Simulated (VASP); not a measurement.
# SnO2 (Pa-3) in VASP: further runs, part 2 of 2

VASP 6.6.1. Earlier steps stand in the parts before.

### 3 Relaxation of cell and atoms, PBE

This run uses another cell than the first one, of 11.55 Å³/atom.

INCAR reads:

```
ALGO     = Normal         # electronic algorithm
EDIFF    = 1E-6           # SCF threshold, eV
EDIFFG   = -0.005         # ionic threshold
ENCUT    = 600            # plane-wave cutoff, eV
GGA      = PE             # functional
IBRION   = 2              # ionic algorithm
ISIF     = 3              # what is computed and relaxed
ISMEAR   = -1             # smearing method
LASPH    = T              # aspherical terms in the spheres
LCHARG   = F              # write CHGCAR
LREAL    = F              # projectors in reciprocal space
LWAVE    = F              # write WAVECAR
NELM     = 100            # most SCF steps
NSW      = 80             # ionic steps
PREC     = Accurate       # precision mode
SIGMA    = 0.02           # smearing width, eV
```

KPOINTS reads:

```
k-points
0
Gamma
  4 4 4
```

POSCAR reads:

```
SnO2
1.0
    5.1752560000      0.0000000000      0.0000000000
    0.0000000000      5.1752560000      0.0000000000
    0.0000000000      0.0000000000      5.1752560000
Sn O
4 8
Direct
    0.0000000000      0.5000000000      0.5000000000
    0.5000000000      0.5000000000      0.0000000000
    0.5000000000      0.0000000000      0.5000000000
    0.0000000000      0.0000000000      0.0000000000
    0.3389020000      0.1610980000      0.8389020000
    0.1610980000      0.8389020000      0.3389020000
    0.8389020000      0.3389020000      0.1610980000
    0.6610980000      0.6610980000      0.6610980000
    0.3389020000      0.3389020000      0.3389020000
    0.1610980000      0.6610980000      0.8389020000
    0.8389020000      0.1610980000      0.6610980000
    0.6610980000      0.8389020000      0.1610980000
```

Potentials or basis: VASP PAW PBE potentials, release 64 (Sn_d, O).

Launch:

```bash
> cat potpaw_PBE.64/Sn_d/POTCAR potpaw_PBE.64/O/POTCAR > POTCAR
> mpirun -np 1 vasp_std > vasp.out
```

OUTCAR:

```text
EDIFF = 1E-6
   EDIFFG = -0.005
   ENCUT = 600
   GGA = PE
   IBRION = 2
   ISIF = 3
   ISMEAR = -1
   LASPH = T
   LREAL = F
   NELM = 100
   NSW = 80
   PREC = Accurate

 ion  position               nearest neighbor table
   1  0.000  0.500  0.500-   6 2.11   7 2.11   8 2.11   9 2.11  10 2.11  11 2.11   2 3.66   3 3.66
                             4 3.66   2 3.66   4 3.66   3 3.66   4 3.66   4 3.66   2 3.66   3 3.66
   2  0.500  0.500  0.000-   5 2.11   7 2.11   8 2.11   9 2.11  10 2.11  12 2.11   1 3.66   3 3.66
                             4 3.66   1 3.66   3 3.66   3 3.66   4 3.66   3 3.66   1 3.66   4 3.66
   3  0.500  0.000  0.500-   5 2.11   6 2.11   8 2.11   9 2.11  11 2.11  12 2.11   1 3.66   2 3.66
                             4 3.66   2 3.66   4 3.66   1 3.66   2 3.66   2 3.66   1 3.66   4 3.66
   4  0.000  0.000  0.000-   5 2.11   6 2.11   7 2.11  10 2.11  11 2.11  12 2.11   1 3.66   2 3.66
                             3 3.66   1 3.66   3 3.66   1 3.66   2 3.66   1 3.66   2 3.66   3 3.66
   5  0.339  0.161  0.839-   2 2.11   3 2.11   4 2.11
   6  0.161  0.839  0.339-   1 2.11   3 2.11   4 2.11
   7  0.839  0.339  0.161-   1 2.11   2 2.11   4 2.11
   8  0.661  0.661  0.661-   1 2.11   2 2.11   3 2.11
   9  0.339  0.339  0.339-   1 2.11   2 2.11   3 2.11
  10  0.161  0.661  0.839-   1 2.11   2 2.11   4 2.11
  11  0.839  0.161  0.661-   1 2.11   3 2.11   4 2.11
  12  0.661  0.839  0.161-   2 2.11   3 2.11   4 2.11

  LATTYP: Found a simple cubic cell.
 ALAT       =     5.1752560000

  Lattice vectors:

 A1 = (   5.1752560000,   0.0000000000,   0.0000000000)
 A2 = (   0.0000000000,   5.1752560000,   0.0000000000)
 A3 = (   0.0000000000,   0.0000000000,   5.1752560000)

Analysis of symmetry for initial positions (statically):
=====================================================================
 Subroutine PRICEL returns:
 Original cell was already a primitive cell.

 Routine SETGRP: Setting up the symmetry group for a
 simple cubic supercell.

 Subroutine GETGRP returns: Found 24 space group operations
 (whereof  6 operations were pure point group operations)
 out of a pool of 48 trial point group operations.

The static configuration has the point symmetry S_6 .
 The point group associated with its full space group is T_h .

Analysis of symmetry for dynamics (positions and initial velocities):
=====================================================================
 Subroutine PRICEL returns:
[... 133 lines left out ...]
   IALGO  =     38    algorithm
   IMIX   =      4    mixing-type and parameters
     AMIX     =   0.40;   BMIX     =  1.00
     AMIX_MAG =   1.60;   BMIX_MAG =  1.00
  volume/ion in A,a.u.               =      11.55        77.95
  Fermi-wavevector in a.u.,A,eV,Ry     =   1.487604  2.811165 30.109240  2.212967
  Thomas-Fermi vector in A             =   2.600744
   LORBIT       =      0    0 simple, 1 ext, 2 COOP (PROOUT), +10 PAW based schemes
   GGA     = PE    functional components
   LHFCALC =     F    Hartree Fock is set to
   AEXX    =    0.0000 exact exchange contribution
   IVDW    =     0    specifies the selected vdW correction
   LEPSILON=     F    determine dielectric tensor
   LRPA    =     F    only Hartree local field effects (RPA)
 conjugate gradient relaxation of ions
 non-spin polarized calculation
  energy-cutoff  :      600.00
  volume of cell :      138.61
 maximum number of plane-waves:      4680
 NGX is ok and might be reduce to    42
   NGX = 21   NGY = 21   NGZ = 21

--------------------------------------- Ionic step        1  -------------------------------------------

 number of electron     103.9999999 magnetization

 Free energy of the ion-electron system (eV)
  ---------------------------------------------------
  ext. energy  EPLUGINS =         0.00000000
  ---------------------------------------------------
  free energy    TOTEN  =       -73.43141364 eV

  energy without entropy =      -73.43141359  energy(sigma->0) =      -73.43141361

------------------------ aborting loop because EDIFF is reached ----------------------------------------

  FORCE on cell =-STRESS in cart. coord.  units (eV):
  Direction    XX          YY          ZZ          XY          YZ          ZX
  --------------------------------------------------------------------------------------
  -------------------------------------------------------------------------------------
  Total       -0.1991366     -0.1991366     -0.1991366     -0.0000000      0.0000000      0.0000000
  in kB       -2.3017924     -2.3017924     -2.3017924     -0.0000000      0.0000000      0.0000000
  external PRESSURE =      -2.3017924 kB  Pullay stress =       0.0000000 kB
[... 217 lines left out ...]
--------------------------------------- Ionic step        6  -------------------------------------------

 number of electron     103.9999998 magnetization

 Free energy of the ion-electron system (eV)
  ---------------------------------------------------
  ext. energy  EPLUGINS =         0.00000000
  ---------------------------------------------------
  free energy    TOTEN  =       -73.43159919 eV

  energy without entropy =      -73.43159915  energy(sigma->0) =      -73.43159917

 E-fermi :   6.8721     XC(G=0): -11.6300

 val. band max:        6.5604047926   @ k =   0.5000   0.0000   0.0000
 cond. band min:       7.1367256502   @ k =   0.0000   0.0000   0.0000
 fundamental gap:      0.5763208576
 Fermi energy:         6.8720906458

 k-point     1 :       0.0000    0.0000    0.0000
  band No.  band energies     occupation
      1     -14.2372      2.00000
      2     -14.2372      2.00000
      3     -14.2372      2.00000
      4     -13.5601      2.00000
      5     -13.5601      2.00000
      6     -13.5601      2.00000
[... 743 lines left out ...]
  FREE ENERGIE OF THE ION-ELECTRON SYSTEM (eV)
  ---------------------------------------------------
  free  energy   TOTEN  =       -73.4315991865 eV

  energy  without entropy=      -73.4315991510  energy(sigma->0) =      -73.43159917

 reached required accuracy - stopping structural energy minimisation
```

CONTCAR:

```text
SnO2
   1.00000000000000
     5.1729218804186372   -0.0000000000000000   -0.0000000000000000
     0.0000000000000000    5.1729218804186372    0.0000000000000000
     0.0000000000000000    0.0000000000000000    5.1729218804186372
  Sn              O
     4     8
Direct
     0.0000000000000000    0.5000000000000000    0.5000000000000000
     0.5000000000000000    0.5000000000000000    0.0000000000000000
     0.5000000000000000    0.0000000000000000    0.5000000000000000
     0.0000000000000000    0.0000000000000000    0.0000000000000000
     0.3390409876400741    0.1609590123599260    0.8390409876400741
     0.1609590123599260    0.8390409876400741    0.3390409876400741
     0.8390409876400741    0.3390409876400741    0.1609590123599260
     0.6609590123599259    0.6609590123599259    0.6609590123599259
     0.3390409876400741    0.3390409876400741    0.3390409876400741
     0.1609590123599260    0.6609590123599259    0.8390409876400741
     0.8390409876400741    0.1609590123599260    0.6609590123599259
     0.6609590123599259    0.8390409876400741    0.1609590123599260

  0.00000000E+00  0.00000000E+00  0.00000000E+00
  0.00000000E+00  0.00000000E+00  0.00000000E+00
  0.00000000E+00  0.00000000E+00  0.00000000E+00
  0.00000000E+00  0.00000000E+00  0.00000000E+00
  0.00000000E+00  0.00000000E+00  0.00000000E+00
  0.00000000E+00  0.00000000E+00  0.00000000E+00
  0.00000000E+00  0.00000000E+00  0.00000000E+00
  0.00000000E+00  0.00000000E+00  0.00000000E+00
  0.00000000E+00  0.00000000E+00  0.00000000E+00
  0.00000000E+00  0.00000000E+00  0.00000000E+00
  0.00000000E+00  0.00000000E+00  0.00000000E+00
  0.00000000E+00  0.00000000E+00  0.00000000E+00
```

It took 9.7 min on 1 thread of Oxide Virtual Turin-like, shared host; peak memory 0.27 GiB.

Results:

```yaml
Free_energy: -73.4316 eV
Relaxed_volume: 11.54 Å³/atom
Relaxed_cell: a = 5.173 Å, b = 5.173 Å, c = 5.173 Å, α = 90.00°, β = 90.00°, γ = 90.00°
Space_group_after_relaxing_to_0.1_Å: Pa-3 (No. 205)
Energy_gained_by_relaxing: 0.0 meV/atom
Ionic_steps: 6
Pressure_after_relaxing: 0.0 GPa
Band_gap_on_the_k_mesh: 0.58 eV (least direct gap 0.63 eV)
```

Forces on the atoms (eV/Å):
```
Sn   0.000  0.000  0.000
Sn   0.000  0.000  0.000
Sn   0.000  0.000  0.000
Sn   0.000  0.000  0.000
O    0.001 -0.001  0.001
O   -0.001  0.001  0.001
O    0.001  0.001 -0.001
O   -0.001 -0.001 -0.001
O    0.001  0.001  0.001
O   -0.001 -0.001  0.001
O    0.001 -0.001 -0.001
O   -0.001  0.001 -0.001
```

The path:
```tsv
step	energy change (eV)	largest force (eV/Å)	pressure (GPa)	volume (Å³)
1	0.0000	0.0054	-0.23	138.61
2	-0.0001	0.0068	0.21	138.28
3	-0.0001	0.0062	0.01	138.42
4	-0.0001	0.0062	0.00	138.43
5	-0.0002	0.0051	0.00	138.43
6	-0.0002	0.0026	0.00	138.42
```

Final structure:
```yaml
crystal:
  lattice:
    - [5.17292, 0.00000, 0.00000]
    - [0.00000, 5.17292, 0.00000]
    - [0.00000, 0.00000, 5.17292]
  atoms:
    - { symbol: Sn, position: [0.00000, 0.50000, 0.50000] }
    - { symbol: Sn, position: [0.50000, 0.50000, 0.00000] }
    - { symbol: Sn, position: [0.50000, 0.00000, 0.50000] }
    - { symbol: Sn, position: [0.00000, 0.00000, 0.00000] }
    - { symbol: O, position: [0.33904, 0.16096, 0.83904] }
    - { symbol: O, position: [0.16096, 0.83904, 0.33904] }
    - { symbol: O, position: [0.83904, 0.33904, 0.16096] }
    - { symbol: O, position: [0.66096, 0.66096, 0.66096] }
    - { symbol: O, position: [0.33904, 0.33904, 0.33904] }
    - { symbol: O, position: [0.16096, 0.66096, 0.83904] }
    - { symbol: O, position: [0.83904, 0.16096, 0.66096] }
    - { symbol: O, position: [0.66096, 0.83904, 0.16096] }
```

Levels at points of the mesh, in eV from the valence-band top:
```csv
k point,band 50,band 51,band 52,band 53,band 54,band 55
"(0.00, 0.00, 0.00)",-0.06,-0.06,-0.06,0.58,5.75,5.75
"(0.50, 0.00, 0.00)",-0.44,0.00,0.00,3.64,3.64,4.86
"(0.50, 0.50, 0.00)",-0.30,-0.30,-0.30,4.52,4.52,4.52
"(0.50, 0.50, 0.50)",-0.61,-0.61,-0.61,5.00,5.00,5.00
```

Caveat: semilocal functionals underestimate gaps, and a narrow one can read as zero; spin-orbit coupling is left out, which moves the levels of the heavy elements. A k mesh can miss the band edges.

### 4 Single point, r2SCAN

This run uses another cell than the first one, of 11.06 Å³/atom.

POSCAR reads:

```
SnO2
1.0
    5.1005635618      0.0000000000      0.0000000000
    0.0000000000      5.1005635618      0.0000000000
    0.0000000000      0.0000000000      5.1005635618
Sn O
4 8
Direct
    0.0000000000      0.5000000000      0.5000000000
    0.5000000000      0.5000000000      0.0000000000
    0.5000000000      0.0000000000      0.5000000000
    0.0000000000      0.0000000000      0.0000000000
    0.3397329487      0.1602670513      0.8397329487
    0.1602670513      0.8397329487      0.3397329487
    0.8397329487      0.3397329487      0.1602670513
    0.6602670513      0.6602670513      0.6602670513
    0.3397329487      0.3397329487      0.3397329487
    0.1602670513      0.6602670513      0.8397329487
    0.8397329487      0.1602670513      0.6602670513
    0.6602670513      0.8397329487      0.1602670513
```

INCAR.step1 reads:

```
SYSTEM = SnO2
  PREC = Accurate
  ENCUT = 520
  ISMEAR = 0
  SIGMA = 0.01
  LREAL = .False.
  LASPH = .True.
  NELM = 60
  NBANDS = 64
  GGA = PE
  ALGO = Normal
  EDIFF = 1E-4
  LWAVE = .True.
  LCHARG = .False.
```

INCAR.step2 reads:

```
SYSTEM = SnO2
  PREC = Accurate
  ENCUT = 520
  EDIFF = 1E-6
  ISMEAR = 0
  SIGMA = 0.01
  LREAL = .False.
  LASPH = .True.
  NELM = 60
  ALGO = Normal
  ISIF = 2
  LWAVE = .False.
  LCHARG = .True.
  METAGGA = R2SCAN
  LMIXTAU = .True.
  LELF = .True.
  LVHAR = .True.
  NBANDS = 64
  ISTART = 1
```

KPOINTS reads:

```
Automatic mesh
0
Gamma
  6 6 6
  0 0 0
```

Launch:

```bash
> cat potpaw_PBE.64/Sn_d/POTCAR potpaw_PBE.64/O/POTCAR > POTCAR
> cp INCAR.step1 INCAR
> mpirun -np 1 vasp_std > vasp.out
> cp INCAR.step2 INCAR
> mpirun -np 1 vasp_std > vasp.out
```

It took 18 min on 1 thread of Oxide Virtual Turin-like, shared host; peak memory 0.31 GiB.

The run converged. Its results:

- Free energy: -168.0936 eV
- Pressure: 1.2 GPa
- Largest force: 0.006 eV/Å
- Band gap on the k mesh: 1.62 eV (least direct gap 1.71 eV)

Forces on the atoms (eV/Å):
```
Sn   0.000  0.000  0.000
Sn   0.000  0.000  0.000
Sn   0.000  0.000  0.000
Sn   0.000  0.000  0.000
O    0.003 -0.003  0.003
O   -0.003  0.003  0.003
O    0.003  0.003 -0.003
O   -0.003 -0.003 -0.003
O    0.003  0.003  0.003
O   -0.003 -0.003  0.003
O    0.003 -0.003 -0.003
O   -0.003  0.003 -0.003
```

Levels at points of the mesh, in eV from the valence-band top:
| k point | band 50 | band 51 | band 52 | band 53 | band 54 | band 55 |
| --- | --- | --- | --- | --- | --- | --- |
| (0.00, 0.00, 0.00) | -0.09 | -0.09 | -0.09 | 1.62 | 6.97 | 6.97 |
| (0.50, 0.00, 0.00) | -0.49 | -0.02 | -0.02 | 4.73 | 4.73 | 6.00 |
| (0.50, 0.50, 0.00) | -0.33 | -0.33 | -0.33 | 5.65 | 5.65 | 5.65 |
| (0.50, 0.50, 0.50) | -0.66 | -0.66 | -0.66 | 6.17 | 6.17 | 6.17 |

Caveat: the PAW data sets were made with another functional, which shifts forces and pressure a little; spin-orbit coupling is left out, which moves the levels of the heavy elements.

### 5 Summary

```tsv
task	level	cell	k mesh	cutoff (eV)	smearing	gap on the mesh (eV)	pressure (GPa)	relaxed volume (Å³/atom)
relaxation of cell and atoms	PBEsol	relaxed from a = 5.170 Å, 12 atoms, atomic positions A	4 × 4 × 4	600	fermi-dirac 0.02 eV	0.84	0.0	11.16
relaxation of cell and atoms	PBE	relaxed from a = 5.175 Å, 12 atoms, atomic positions B	4 × 4 × 4	600	fermi-dirac 0.02 eV	0.58	0.0	11.54
single point	r2SCAN	a = 5.101 Å, 12 atoms, atomic positions C	6 × 6 × 6	520	gaussian 0.01 eV	1.62	1.2	-
```

Alike in all rows: potentials or basis VASP PAW PBE potentials, release 64 (Sn_d, O); no spin polarisation.

Caveats: spin-orbit coupling is left out, which moves the levels of the heavy elements; the PAW data sets were made with another functional, which shifts forces and pressure a little (at least some runs); semilocal functionals underestimate gaps, and a narrow one can read as zero (at least some runs).

Absolute energies hang on the potentials; compare differences alone.
